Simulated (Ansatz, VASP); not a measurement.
## Two plane-wave programs on ZnO

```
CELL_PARAMETERS angstrom
5.40058 0.00000 0.00000
0.00000 5.40058 0.00000
0.00000 0.00000 3.18247
ATOMIC_POSITIONS crystal
Zn 0.18179 0.18179 0.50000
Zn 0.81821 0.81821 0.50000
Zn 0.68179 0.31821 0.00000
Zn 0.31821 0.68179 0.00000
O 0.81748 0.18252 0.50000
O 0.18252 0.81748 0.50000
O 0.68252 0.68252 0.00000
O 0.31748 0.31748 0.00000
```

Alike in both runs: task single point; functional r2SCAN; k mesh 4 × 4 × 6; no spin polarisation.

|  | VASP | Ansatz |
| --- | --- | --- |
| version | VASP 6.6.1 | Ansatz 0.2.0 |
| potentials or method | VASP PAW PBE potentials, release 64 (Zn, O) | plane waves, PAW |
| plane-wave cutoff (eV) | 520 | 500 |
| occupations | gaussian, width 0.01 eV | fixed |
| valence electrons in the cell | 72 | 72 |

Ansatz gave:

* gap on the k mesh at the Fermi level (eV): 1.26
* pressure (GPa): 10.1
* traceless stress, the component that is largest in VASP (GPa): 1.21
* rms of the force components (eV/Å): 0.029

**Question.** Which values does VASP return?

**Answer.** gap on the k mesh at the Fermi level (eV): 1.26; pressure (GPa): 11.6; traceless stress, the component that is largest in VASP (GPa): 1.51; rms of the force components (eV/Å): 0.044.

VASP's potentials were made for PBE, not for r2SCAN. Atom by atom the forces differ by 0.020 eV/Å (rms over components).
